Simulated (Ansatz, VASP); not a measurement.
## One calculation of CaZr3N2, two programs

```
CELL_PARAMETERS angstrom
3.57583 0.00000 0.00000
0.00000 3.57583 0.00000
0.00000 0.00000 7.01864
ATOMIC_POSITIONS crystal
Ca 0.00000 0.00000 0.00000
Zr 0.50000 0.50000 0.00000
Zr 0.00000 0.50000 0.37028
Zr 0.50000 0.00000 0.62972
N 0.00000 0.50000 0.71512
N 0.50000 0.00000 0.28488
```

Change from the starting cell: species swapped into the Hf2CuSb3 type (P-4m2, No. 115).

Alike in both runs: functional PBE; k mesh 10 × 10 × 6; occupations gaussian, width 0.1 eV; no spin polarisation.

Ansatz relaxed the structure, and its values are those at the end. VASP's run is a single point on that final structure, the one shown.

```csv
,VASP,Ansatz
version,VASP 6.6.1,Ansatz 0.2.0
potentials or method,"VASP PAW PBE potentials, release 64 (Ca_sv, Zr_sv, N), cutoff 520 eV","scalar-relativistic, plane waves, PAW"
valence electrons in the cell,56,56
```

Ansatz gave:

* gap on the k mesh at the Fermi level (eV): none
* pressure (GPa): 0.0

Question: What did VASP give for the same quantities?

Answer: gap on the k mesh at the Fermi level (eV): none; pressure (GPa): 0.4.

A gap of «none» marks a metal or a gap that the smearing closes. With one functional, cell and mesh, what is left measures potentials, basis and numerics.
